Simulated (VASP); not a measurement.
A run of VASP 6.6.1 is set up as follows.

Contents of INCAR:

```
PREC     = Accurate       # precision mode
ENCUT    = 600            # plane-wave cutoff, eV
EDIFF    = 1E-6           # SCF threshold, eV
ISMEAR   = 0              # smearing method
SIGMA    = 0.1            # smearing width, eV
LREAL    = F              # projectors in reciprocal space
LASPH    = T              # aspherical terms in the spheres
NELM     = 80             # most SCF steps
ALGO     = Normal         # electronic algorithm
ISIF     = 3              # what is computed and relaxed
LWAVE    = F              # write WAVECAR
LCHARG   = F              # write CHGCAR
GGA      = PE             # functional
IBRION   = 2              # ionic algorithm
NSW      = 90             # ionic steps
EDIFFG   = -0.04          # ionic threshold
```

KPOINTS

```
regular mesh
0
Gamma
  6 6 4
```

Contents of POSCAR:

```
Ru2C3
1.0
    3.2804105909      0.0000000000      0.0000000000
   -1.6402052954      2.8409189065      0.0000000000
    0.0000000000      0.0000000000      5.1037860208
Ru C
2 3
Direct
    0.3333333333      0.6666666667      0.2450000000
    0.6666666667      0.3333333333      0.7550000000
    0.0000000000      0.0000000000      0.0000000000
    0.3333333333      0.6666666667      0.6450000000
    0.6666666667      0.3333333333      0.3550000000
```

Potentials or basis: VASP PAW PBE potentials, release 64 (Ru_pv, C).

The run is started by

```console
$ cat potpaw_PBE.64/Ru_pv/POTCAR potpaw_PBE.64/C/POTCAR > POTCAR
$ mpirun -np 1 vasp_std > vasp.out
```

**Question.** Predict the relaxed volume.

**Answer.** 9.70 Å³/atom.

**Question.** Predict the relaxed cell.

**Answer.** a = 3.214 Å, b = 3.214 Å, c = 5.419 Å, α = 90.00°, β = 90.00°, γ = 120.00°.

Final structure:
```cif
data_structure
_symmetry_space_group_name_H-M 'P 1'
_symmetry_Int_Tables_number 1
_cell_length_a 3.2141
_cell_length_b 3.2141
_cell_length_c 5.4188
_cell_angle_alpha 90.000
_cell_angle_beta 90.000
_cell_angle_gamma 120.000
_cell_volume 48.48
loop_
_atom_site_label
_atom_site_type_symbol
_atom_site_fract_x
_atom_site_fract_y
_atom_site_fract_z
_atom_site_occupancy
Ru1 Ru 0.33333 0.66667 0.22729 1
Ru2 Ru 0.66667 0.33333 0.77271 1
C1 C 0.00000 0.00000 0.00000 1
C2 C 0.33333 0.66667 0.59481 1
C3 C 0.66667 0.33333 0.40519 1
```

Caveat: the k points lie up to 0.38 Å⁻¹ apart in the final cell.
